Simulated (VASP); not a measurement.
MgI2:

```
Mg I
1.0
     0.00000    3.84924    3.75649
     3.84924    0.00000    3.75649
     3.84924    3.84924    0.00000
Mg I
1 2
Direct
  0.00000 0.00000 0.00000
  0.25000 0.25000 0.25000
  0.75000 0.75000 0.75000
```

This cell differs from its parent crystal: epitaxial xy strain +2.5%.

Base run:

```yaml
Program: VASP 6.6.1
Functional: HSE06
Potentials_or_basis: VASP PAW PBE potentials, release 64 (Mg, I)
Cutoff: 520 eV
k_mesh: 4 × 4 × 4
Occupations: gaussian, width 0.01 eV
Spin: no spin polarisation
```

Its results: band gap on the k mesh 1.12 eV (least direct gap 1.67 eV); pressure -1.8 GPa.

Question: The run is repeated on the same cell with these changes: functional from HSE06 to r2SCAN; k mesh from 4 × 4 × 4 to 6 × 6 × 6. What comes out?

Answer: Band gap on the k mesh 1.04 eV (least direct gap 1.38 eV); pressure -1.4 GPa.

Several settings changed at once.

Caveats: the structure was generated, so it needn't be the stable form of MgI2; the PAW data sets were made with another functional, which shifts forces and pressure a little; spin-orbit coupling is left out, which moves the levels of the heavy elements.

A k mesh can miss the band edges.
